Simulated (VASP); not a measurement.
Here is a VASP 6.6.1 calculation.

INCAR

```
SYSTEM = TePb
PREC = Accurate ; ENCUT = 520
EDIFF = 1E-6 ; ISMEAR = 0
SIGMA = 0.05 ; LREAL = .FALSE.
LASPH = .TRUE. ; NELM = 60
ALGO = Normal ; ISIF = 2
LWAVE = .FALSE. ; LCHARG = .FALSE.
GGA = PS ; NBANDS = 17
```

The input KPOINTS:

```
regular mesh
0
G
  8 8 8
  0 0 0
```

Contents of POSCAR:

```
TePb
1.0
    0.0000000000      3.3179488732      3.0525129633
    3.3179488732      0.0000000000      3.0525129633
    3.3179488732      3.3179488732      0.0000000000
Te Pb
1 1
Direct
    0.5000000000      0.5000000000      0.5000000000
    0.0000000000      0.0000000000      0.0000000000
```

Potentials or basis: VASP PAW PBE potentials, release 64 (Te, Pb_d).

The run is started by

```console
$ cat potpaw_PBE.64/Te/POTCAR potpaw_PBE.64/Pb_d/POTCAR > POTCAR
$ mpirun -np 1 vasp_std > vasp.out
```

Q: What does it give for the pressure?

A: 0.8 GPa.

Q: Predict the band gap on the k mesh.

A: 0.32 eV.

Stress tensor (GPa, compression positive):
```
-3.10  0.00  0.00
 0.00 -3.10  0.00
 0.00  0.00  8.50
```

Caveat: the PAW data sets were made with another functional, which shifts forces and pressure a little; spin-orbit coupling is left out, which moves the levels of the heavy elements. A k mesh can miss the band edges.
